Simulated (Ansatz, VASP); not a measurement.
**One calculation of Ti17O32, two programs**

```
Ti O
1.0
    -4.58900   -4.84900    0.00000
     4.58900   -4.84900    0.00000
    -1.41640    0.00000    9.36550
Ti O
17 32
Cartesian
  1.3928 -4.6847 0.7141
  -1.5003 -7.0429 1.3791
  -2.0229 -5.0297 3.8378
  0.8462 -2.5672 3.3616
  0.4145 -4.5601 5.7373
  -2.1895 -7.0317 6.0571
  -2.4916 -5.0759 8.3760
  0.1279 -2.5998 8.0191
  -3.4433 -4.6222 0.9951
  -1.3980 -2.2688 1.3243
  2.8245 -5.0982 3.7022
  0.7886 -7.5356 3.3019
  -4.1571 -4.5794 5.7117
  -2.1618 -2.1520 6.0626
  2.0946 -5.0892 8.3368
  0.0955 -7.5461 7.9833
  0.2279 -5.0527 2.6864
  0.1671 -3.2286 1.5141
  -0.3905 -5.5640 0.8722
  -0.9222 -6.6103 3.2897
  -0.3931 -3.9184 4.0356
  -2.9821 -5.9992 2.2938
  2.7314 -3.4871 0.0047
  2.1530 -3.8113 2.4028
  -3.3898 -6.1310 4.7297
  -0.5138 -2.9805 6.1885
  -1.2732 -5.4358 5.6596
  -1.5519 -6.6587 7.9407
  -0.8149 -4.2160 8.3703
  -3.6330 -5.9587 7.0194
  1.8931 -3.5392 4.7460
  1.5563 -3.6939 7.0759
  -3.9739 -6.1109 9.3518
  0.1351 -7.9577 1.4766
  -0.5137 -0.6475 0.8733
  -0.8276 -1.7437 3.1981
  -0.1382 -9.0794 3.8092
  1.7398 -6.1234 2.1909
  -1.9510 -3.6412 0.0648
  -2.3419 -3.7391 2.4045
  1.1601 -5.9315 4.4559
  -0.5317 -7.8806 6.1063
  -1.2596 -0.6002 5.6149
  -1.5581 -1.8096 7.9620
  -0.8403 -9.0898 8.4356
  0.9658 -5.9967 6.9173
  -2.7497 -3.4287 4.7821
  -3.0136 -3.6982 7.0846
  0.6871 -6.2404 9.2273
```

Alike in both runs: functional PBE; dispersion D3(BJ); k mesh 2 × 2 × 1; occupations fermi-dirac, width 0.02 eV; no spin polarisation.

Ansatz relaxed the structure, and its values are those at the end. VASP's run is a single point on that final structure, the one shown.

|  | VASP | Ansatz |
| --- | --- | --- |
| version | VASP 6.6.1 | Ansatz 0.2.0 |
| potentials or method | VASP PAW PBE potentials, release 64 (Ti_sv, O), cutoff 520 eV | scalar-relativistic, plane waves, PAW |
| valence electrons in the cell | 396 | 396 |

|  | VASP | Ansatz | Ansatz less VASP |
| --- | --- | --- | --- |
| rms of the force components (eV/Å) | 0.023 | 0.015 | -0.0076 |

The k mesh is coarse, so the values compare programs but aren't converged.
